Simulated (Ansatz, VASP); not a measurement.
## AlNi: VASP beside Ansatz

```
Al Ni
1.0
     1.93869   -1.95319    0.00000
     1.93869    1.95319    0.00000
     0.00000    0.00000    3.09943
Al Ni
1 1
Cartesian
  0.0000 0.0000 0.0000
  1.9387 0.0000 1.5497
```

Alike in both runs: task single point; functional r2SCAN; k mesh 16 × 16 × 14; occupations gaussian, width 0.02 eV; no spin polarisation.

|  | VASP | Ansatz |
| --- | --- | --- |
| version | VASP 6.6.1 | Ansatz 0.2.0 |
| potentials or method | VASP PAW PBE potentials, release 64 (Al, Ni), cutoff 520 eV | scalar-relativistic, plane waves, PAW |
| valence electrons in the cell | 13 | 21 |

|  | VASP | Ansatz | Ansatz less VASP |
| --- | --- | --- | --- |
| gap on the k mesh at the Fermi level (eV) | none | none | - |
| pressure (GPa) | 0.3 | 0.5 | +0.24 |
| traceless stress, the component that is largest in VASP (GPa) | -4.89 | -4.73 | +0.165 |

VASP's potentials were made for PBE, not for r2SCAN. A gap of «none» marks a metal or a gap that the smearing closes. With one functional, cell and mesh, what is left measures potentials, basis and numerics. VASP's potentials hold 13 valence electrons a cell and Ansatz's 21, so a difference there can come from the potentials and not from the codes.
